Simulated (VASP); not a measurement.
# As: single point with PBE

Crystal: As.

```
CELL_PARAMETERS angstrom
0.00000 2.13022 2.13022
2.13022 0.00000 2.13022
2.13022 2.13022 0.00000
ATOMIC_POSITIONS crystal
As 0.00000 0.00000 0.00000
```

```
Program             : VASP 6.6.1
Task                : single point
Functional          : PBE
Potentials or basis : VASP PAW PBE potentials, release 64 (As)
Cutoff              : 520 eV
k mesh              : 16 × 16 × 16
Occupations         : fermi-dirac, width 0.05 eV
Spin                : no spin polarisation
```

| Item | Value |
| --- | --- |
| Pressure | 0.0 GPa |

Levels at points of the mesh, in eV from the Fermi level:
```csv
k point,band 1,band 2,band 3,band 4,band 5
"(0.00, 0.00, 0.00)",-14.99,5.66,5.66,5.66,12.32
"(0.50, 0.00, 0.00)",-10.67,-6.62,3.98,3.98,9.66
"(0.50, 0.50, 0.00)",-8.86,-5.55,0.55,0.55,5.04
```

Wall time 7.8 s on 1 thread of Intel(R) Xeon(R) Platinum 8488C (Sapphire Rapids), on a shared host, peak memory 0.14 GiB.
